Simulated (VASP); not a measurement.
# ScRu3 (I4/mmm) in VASP: single point with PBEsol+U

Aim: the single point of ScRu3 with PBEsol+U.

All numbers are computed with VASP 6.6.1; they aren't measurements. Logs are shortened: lines on timing, memory, paths and dates and some standing lists are left out, and cuts for length are marked.

### Step 1. The cell of the first run

Symmetry: I4/mmm, No. 139, tetragonal system. The conventional cell has a = 3.827 Å, b = 3.827 Å, c = 8.063 Å, α = 90.00°, β = 90.00°, γ = 90.00°. Within 3.6 Å of Ru (site symmetry 4/mmm) lie 4 Sc at 2.71 Å and 8 Ru at 2.78 Å. Ru (site symmetry -4m2) has 8 Ru at 2.71 to 2.78 Å and 4 Sc at 2.78 Å within 3.6 Å. Sc (site symmetry 4/mmm) has 12 Ru at 2.71 to 2.78 Å within 3.6 Å.

### Step 2. Single point, PBEsol+U

INCAR reads:

```
SYSTEM = ScRu3
  PREC = Accurate
  ENCUT = 600
  EDIFF = 1E-6
  ISMEAR = -1
  SIGMA = 0.05
  LREAL = .False.
  LASPH = .True.
  NELM = 200
  ALGO = Normal
  ISIF = 2
  LWAVE = .False.
  LCHARG = .True.
  LMAXMIX = 4
  LDAU = .True.
  LDAUTYPE = 2
  LDAUL = 2 2
  LDAUU = 3 3
  LDAUJ = 0 0
  LDAUPRINT = 1
  GGA = PS
  LELF = .True.
  LVHAR = .True.
  NBANDS = 38
  GGA_COMPAT = .False.
```

KPOINTS reads:

```
regular mesh
0
Gamma
  7 7 7
  0 0 0
```

POSCAR reads:

```
ScRu3
1.0
   -1.9136967557      1.9136967557      4.0315060665
    1.9136967557     -1.9136967557      4.0315060665
    1.9136967557      1.9136967557     -4.0315060665
Ru Sc
3 1
Direct
    0.5000000000      0.5000000000      0.0000000000
    0.2500000000      0.7500000000      0.5000000000
    0.7500000000      0.2500000000      0.5000000000
    0.0000000000      0.0000000000      0.0000000000
```

Potentials or basis: VASP PAW PBE potentials, release 64 (Ru_sv, Sc_sv).

Run with:

```console
> cat potpaw_PBE.64/Ru_sv/POTCAR potpaw_PBE.64/Sc_sv/POTCAR > POTCAR
> mpirun -np 1 vasp_std > vasp.out
```

OUTCAR:

```text
SYSTEM = ScRu3
   PREC = Accurate
   ENCUT = 600
   EDIFF = 1E-6
   ISMEAR = -1
   LREAL = .False.
   LASPH = .True.
   NELM = 200
   ISIF = 2
   GGA = PS

 ion  position               nearest neighbor table
   1  0.500  0.500  0.000-   4 2.71   4 2.71   4 2.71   4 2.71   3 2.78   2 2.78   3 2.78   3 2.78
                             2 2.78   2 2.78   3 2.78   2 2.78
   2  0.250  0.750  0.500-   3 2.71   3 2.71   3 2.71   3 2.71   4 2.78   1 2.78   4 2.78   1 2.78
                             4 2.78   4 2.78   1 2.78   1 2.78
   3  0.750  0.250  0.500-   2 2.71   2 2.71   2 2.71   2 2.71   4 2.78   1 2.78   4 2.78   4 2.78
                             1 2.78   1 2.78   4 2.78   1 2.78
   4  0.000  0.000  0.000-   1 2.71   1 2.71   1 2.71   1 2.71   3 2.78   2 2.78   3 2.78   2 2.78
                             3 2.78   3 2.78   2 2.78   2 2.78

  LATTYP: Found a body centered tetragonal cell.
 ALAT       =     3.8273935114
 C/A-ratio  =     2.1066587768

  Lattice vectors:

 A1 = (  -1.9136967557,   1.9136967557,   4.0315060665)
 A2 = (   1.9136967557,  -1.9136967557,   4.0315060665)
 A3 = (   1.9136967557,   1.9136967557,  -4.0315060665)

Analysis of symmetry for initial positions (statically):
=====================================================================
 Subroutine PRICEL returns:
 Original cell was already a primitive cell.

 Routine SETGRP: Setting up the symmetry group for a
 body centered tetragonal supercell.

 Subroutine GETGRP returns: Found 16 space group operations
 (whereof 16 operations were pure point group operations)
 out of a pool of 16 trial point group operations.

The static configuration has the point symmetry D_4h.

Analysis of symmetry for dynamics (positions and initial velocities):
=====================================================================
 Subroutine PRICEL returns:
 Original cell was already a primitive cell.

 Routine SETGRP: Setting up the symmetry group for a
 body centered tetragonal supercell.

 Subroutine GETGRP returns: Found 16 space group operations
 (whereof 16 operations were pure point group operations)
 out of a pool of 16 trial point group operations.

The dynamic configuration has the point symmetry D_4h.

 Subroutine INISYM returns: Found 16 space group operations
 (whereof 16 operations are pure point group operations),
 and found     1 'primitive' translations

----------------------------------------------------------------------------------------

                                     Primitive cell

  volume of cell :      59.0573

  direct lattice vectors                    reciprocal lattice vectors
    -1.913696756  1.913696756  4.031506067     0.000000000  0.261274415  0.124023130
     1.913696756 -1.913696756  4.031506067     0.261274415  0.000000000  0.124023130
     1.913696756  1.913696756 -4.031506067     0.261274415  0.261274415  0.000000000

  length of vectors
     4.855667998  4.855667998  4.855667998     0.289216280  0.289216280  0.369497821

  position of ions in fractional coordinates (direct lattice)
     0.500000000  0.500000000  0.000000000
     0.250000000  0.750000000  0.500000000
     0.750000000  0.250000000  0.500000000
     0.000000000  0.000000000  0.000000000

  ion indices of the primitive-cell ions
   primitive index   ion index
                 1           1
                 2           2
                 3           3
                 4           4

----------------------------------------------------------------------------------------

 KPOINTS: regular mesh

Automatic generation of k-mesh.
 Grid dimensions read from file:
 generate k-points for:    7    7    7

 Generating k-lattice:

  Cartesian coordinates                     Fractional coordinates (reciprocal lattice)
     0.000000000  0.037324916  0.017717590     0.142857143  0.000000000 -0.000000000
     0.037324916  0.000000000  0.017717590     0.000000000  0.142857143 -0.000000000
     0.037324916  0.037324916  0.000000000     0.000000000  0.000000000  0.142857143

  Length of vectors
     0.041316611  0.041316611  0.052785403

  Shift w.r.t. Gamma in fractional coordinates (k-lattice)
     0.000000000  0.000000000  0.000000000

 Subroutine IBZKPT returns following result:
 ===========================================

 Found     40 irreducible k-points:

 Following reciprocal coordinates:
            Coordinates               Weight
  0.000000  0.000000  0.000000      1.000000
  0.142857 -0.000000  0.000000      8.000000
  0.285714 -0.000000  0.000000      8.000000
  0.428571 -0.000000  0.000000      8.000000
  0.142857  0.142857  0.000000      8.000000
  0.285714  0.142857 -0.000000     16.000000
[... 16 lines left out ...]
 -0.142857  0.285714  0.142857      8.000000
 -0.428571  0.428571  0.142857      8.000000
 [... further k-points ...]
   k-points           NKPTS =     40   k-points in BZ     NKDIM =     40   number of bands    NBANDS=     38
   number of dos      NEDOS =    301   number of ions     NIONS =      4
   total plane-waves  NPLWV =  64000
   dimension x,y,z NGX =    40 NGY =   40 NGZ =   40
   dimension x,y,z NGXF=    80 NGYF=   80 NGZF=   80
   ions per type =               3   1
   NGX,Y,Z   is equivalent  to a cutoff of  13.70, 13.70, 13.70 a.u.
   NGXF,Y,Z  is equivalent  to a cutoff of  27.39, 27.39, 27.39 a.u.
 SYSTEM =  ScRu3
   PREC   = accura    normal or accurate (medium, high low for compatibility)
   ISTART =      0    job   : 0-new  1-cont  2-samecut
   ICHARG =      2    charge: 1-file 2-atom 10-const
   ISPIN  =      1    spin polarized calculation?
   LNONCOLLINEAR =      F non collinear calculations
   LSORBIT =      F    spin-orbit coupling
   LASPH  =      T    aspherical Exc in radial PAW
   ENCUT  =  600.0 eV  44.10 Ry    6.64 a.u.   9.70  9.70  9.70*2*pi/ulx,y,z
   NELM   =    200;   NELMIN=  2; NELMDL= -5     # of ELM steps
   EDIFF  = 0.1E-05   stopping-criterion for ELM
   LREAL  =      F    real-space projection
   EDIFFG = 0.1E-04   stopping-criterion for IOM
   NSW    =      0    number of steps for IOM
   IBRION =     -1    ionic relax: 0-MD 1-quasi-New 2-CG
   NFREE  =      0    steps in history (QN), initial steepest desc. (CG)
   ISIF   =      2    stress and relaxation
   ISYM   =      2    0-nonsym 1-usesym 2-fastsym
   POTIM  = 0.5000    time-step for ionic-motion
   TEBEG  =    0.0;   TEEND  =   0.0 temperature during run
   PSTRESS=    0.0 pullay stress
   NELECT =      59.0000    total number of electrons
   NUPDOWN=      -1.0000    fix difference up-down
   EMIN   =  10.00;   EMAX   =-10.00  energy-range for DOS
   EFERMI =   0.00;   METHOD = LEGACY
   ISMEAR =    -1;   SIGMA  =   0.05  broadening in eV -4-tet -1-fermi 0-gaus
   EFERMI_NEDOS =   21; number of points for ismear=-14 and -15
   IALGO  =     38    algorithm
   IMIX   =      4    mixing-type and parameters
     AMIX     =   0.40;   BMIX     =  1.00
     AMIX_MAG =   1.60;   BMIX_MAG =  1.00
  volume/ion in A,a.u.               =      14.76        99.63
  Fermi-wavevector in a.u.,A,eV,Ry     =   1.636569  3.092667 36.441274  2.678358
  Thomas-Fermi vector in A             =   2.727854
   LORBIT       =      0    0 simple, 1 ext, 2 COOP (PROOUT), +10 PAW based schemes
 LDA+U is selected, type is set to LDAUTYPE =  2
   angular momentum for each species LDAUL =     2    2
   U (eV)           for each species LDAUU =   3.0  3.0
   J (eV)           for each species LDAUJ =   0.0  0.0
   GGA     = PS    functional components
   LHFCALC =     F    Hartree Fock is set to
   AEXX    =    0.0000 exact exchange contribution
   IVDW    =     0    specifies the selected vdW correction
   LEPSILON=     F    determine dielectric tensor
   LRPA    =     F    only Hartree local field effects (RPA)
 non-spin polarized calculation
  energy-cutoff  :      600.00
  volume of cell :       59.06
 maximum number of plane-waves:      1988
   NGX = 19   NGY = 19   NGZ = 19

atom =   1  type =  1  l = 2

 onsite density matrix

spin component  1

  0.6891 -0.0000  0.0000 -0.0000 -0.0000
 -0.0000  0.4520 -0.0000  0.0000  0.0000
  0.0000 -0.0000  0.6588 -0.0000  0.0000
 -0.0000  0.0000 -0.0000  0.4520  0.0000
 -0.0000  0.0000  0.0000  0.0000  0.4917

spin component  2

  0.6891 -0.0000  0.0000 -0.0000 -0.0000
 -0.0000  0.4520 -0.0000  0.0000  0.0000
  0.0000 -0.0000  0.6588 -0.0000  0.0000
 -0.0000  0.0000 -0.0000  0.4520  0.0000
 -0.0000  0.0000  0.0000  0.0000  0.4917
[... 100 lines left out ...]
 occupancies and eigenvectors

  o =  0.0774  v =  0.0000  0.0000  0.0000  0.0000 -1.0000  0.0000  0.0000  0.0000  0.0000  0.0000      0.0000  0.0000  0.0000  0.0000  0.0000  0.0000  0.0000  0.0000  0.0000  0.0000
  o =  0.0774  v =  0.0000  0.0000  0.0000  0.0000  0.0000  0.0000  0.0000  0.0000  0.0000 -1.0000      0.0000  0.0000  0.0000  0.0000  0.0000  0.0000  0.0000  0.0000  0.0000  0.0000
  o =  0.0955  v =  0.0000  0.0000  1.0000  0.0000  0.0000  0.0000  0.0000  0.0000  0.0000  0.0000      0.0000  0.0000  0.0000  0.0000  0.0000  0.0000  0.0000  0.0000  0.0000  0.0000
  o =  0.0955  v =  0.0000  0.0000  0.0000  0.0000  0.0000  0.0000  0.0000  1.0000  0.0000  0.0000      0.0000  0.0000  0.0000  0.0000  0.0000  0.0000  0.0000  0.0000  0.0000  0.0000
  o =  0.1080  v =  0.0000  0.0000  0.0000  0.0000  0.0000  0.0000  0.6778 -0.0000  0.7352  0.0000      0.0000  0.0000  0.0000  0.0000  0.0000  0.0000  0.0000  0.0000  0.0000  0.0000
  o =  0.1080  v =  0.0000  0.6778 -0.0000  0.7352  0.0000  0.0000  0.0000  0.0000  0.0000  0.0000      0.0000  0.0000  0.0000  0.0000  0.0000  0.0000  0.0000  0.0000  0.0000  0.0000
  o =  0.1080  v =  0.0000  0.0000  0.0000  0.0000  0.0000  0.0000  0.7352  0.0000 -0.6778 -0.0000      0.0000  0.0000  0.0000  0.0000  0.0000  0.0000  0.0000  0.0000  0.0000  0.0000
  o =  0.1080  v =  0.0000  0.7352  0.0000 -0.6778 -0.0000  0.0000  0.0000  0.0000  0.0000  0.0000      0.0000  0.0000  0.0000  0.0000  0.0000  0.0000  0.0000  0.0000  0.0000  0.0000
  o =  0.1352  v =  1.0000  0.0000  0.0000  0.0000  0.0000  0.0000  0.0000  0.0000  0.0000  0.0000      0.0000  0.0000  0.0000  0.0000  0.0000  0.0000  0.0000  0.0000  0.0000  0.0000
  o =  0.1352  v =  0.0000  0.0000  0.0000  0.0000  0.0000  1.0000  0.0000  0.0000  0.0000  0.0000      0.0000  0.0000  0.0000  0.0000  0.0000  0.0000  0.0000  0.0000  0.0000  0.0000

 number of electron      59.0000009 magnetization

 Free energy of the ion-electron system (eV)
  ---------------------------------------------------
  ext. energy  EPLUGINS =         0.00000000
  ---------------------------------------------------
  free energy    TOTEN  =       -24.67563823 eV

  energy without entropy =      -24.64442159  energy(sigma->0) =      -24.66002991

 E-fermi :  11.6582     XC(G=0): -13.4641

 val. band max:       11.6450217464   @ k =  -0.4286   0.1429  -0.0000
 cond. band min:      11.6827208649   @ k =   0.1429  -0.0000   0.0000
 fundamental gap:      0.0376991185
 Fermi energy:        11.6581801627

 k-point     1 :       0.0000    0.0000    0.0000
  band No.  band energies     occupation
      1     -60.4885      2.00000
      2     -60.3667      2.00000
      3     -60.2614      2.00000
      4     -37.1888      2.00000
      5     -30.7195      2.00000
      6     -30.7195      2.00000
[... 973 lines left out ...]
     37      16.2386      0.00000
     38      16.4526      0.00000

 [... further k-points ...]
[... 5 lines left out ...]
  --------------------------------------------------------------------------------------
  -------------------------------------------------------------------------------------
  Total        0.6289063      0.6289063      0.7347837      0.0000000      0.0000000     -0.0000000
  in kB       17.0617270     17.0617270     19.9340959      0.0000000      0.0000000     -0.0000000
  external PRESSURE =      18.0191833 kB  Pullay stress =       0.0000000 kB

 VOLUME and BASIS-vectors are now :
 -----------------------------------------------------------------------------
  energy-cutoff  :      600.00
  volume of cell :       59.06
      direct lattice vectors                 reciprocal lattice vectors
    -1.913696756  1.913696756  4.031506067     0.000000000  0.261274415  0.124023130
     1.913696756 -1.913696756  4.031506067     0.261274415  0.000000000  0.124023130
     1.913696756  1.913696756 -4.031506067     0.261274415  0.261274415  0.000000000

 POSITION                                       TOTAL-FORCE (eV/Angst)
 -----------------------------------------------------------------------------------
      0.00000      0.00000      4.03151         0.000000      0.000000     -0.000000
      1.91370      0.00000      2.01575        -0.000000     -0.000000      0.000000
      0.00000      1.91370      2.01575         0.000000      0.000000      0.000000
      0.00000      0.00000      0.00000         0.000000      0.000000     -0.000000
 -----------------------------------------------------------------------------------
    total drift:                               -0.000000     -0.000000      0.000000

  FREE ENERGIE OF THE ION-ELECTRON SYSTEM (eV)
  ---------------------------------------------------
  free  energy   TOTEN  =       -24.6756382266 eV

  energy  without entropy=      -24.6444215857  energy(sigma->0) =      -24.66002991
```

It took 4 min on 1 thread of AMD EPYC 7R43 (Zen 3), shared host; peak memory 0.23 GiB.

Results:

```yaml
Free_energy: -24.6756 eV
Pressure: 1.8 GPa
Band_gap_on_the_k_mesh: zero (an odd number of electrons rules out a gap without spin polarisation)
```

Stress tensor (GPa, compression positive):
```
1.71 0.00 0.00
0.00 1.71 0.00
0.00 0.00 1.99
```

Levels at points of the mesh, in eV from the Fermi level:
| k point | band 26 | band 27 | band 28 | band 29 | band 30 | band 31 | band 32 | band 33 |
| --- | --- | --- | --- | --- | --- | --- | --- | --- |
| (0.00, 0.00, 0.00) | -1.64 | -0.33 | -0.33 | -0.28 | -0.26 | 1.10 | 2.64 | 3.18 |

Eigenvalues of the final occupation matrices:
```
    site  spin  trace               eigenvalues
site 1 d     1   2.74  0.45 0.45 0.49 0.66 0.69
site 1 d     2   2.74  0.45 0.45 0.49 0.66 0.69
site 2 d     1   2.73  0.52 0.53 0.55 0.57 0.57
site 2 d     2   2.73  0.52 0.53 0.55 0.57 0.57
site 3 d     1   2.73  0.52 0.53 0.55 0.57 0.57
site 3 d     2   2.73  0.52 0.53 0.55 0.57 0.57
site 4 d     1   0.52  0.08 0.10 0.11 0.11 0.14
site 4 d     2   0.52  0.08 0.10 0.11 0.11 0.14
```

Caveat: the PAW data sets were made with another functional, which shifts forces and pressure a little; U without spin polarisation on a metal has little footing; the U is typed as a test and isn't derived for this compound.

The gap in the log of VASP goes by the Fermi energy; the results here count the filled bands.